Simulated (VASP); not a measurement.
HgTe:

```
CELL_PARAMETERS angstrom
-2.98343 2.98343 1.52758
2.98343 -2.98343 1.52758
2.98343 2.98343 -1.52758
ATOMIC_POSITIONS crystal
Hg 0.75000 0.25000 0.50000
Te 0.00000 0.00000 0.00000
```

Base run:

```yaml
Program: VASP 6.6.1
Functional: r2SCAN
Potentials_or_basis: VASP PAW PBE potentials, release 64 (Hg, Te)
Cutoff: 520 eV
k_mesh: 10 × 10 × 10
Occupations: fermi-dirac, width 0.05 eV
Spin: no spin polarisation
```

Its results: band gap on the k mesh zero (band 9 reaches 6.76 eV, above the bottom of band 10 at 2.91 eV); pressure 2.1 GPa.

Question: The run is repeated on the same cell with these changes: functional from r2SCAN to PBEsol. What comes out?

Answer: Band gap on the k mesh zero (band 9 reaches 6.62 eV, above the bottom of band 10 at 2.88 eV); pressure -0.5 GPa.

Caveats: the PAW data sets were made with another functional, which shifts forces and pressure a little; spin-orbit coupling is left out, which moves the levels of the heavy elements.
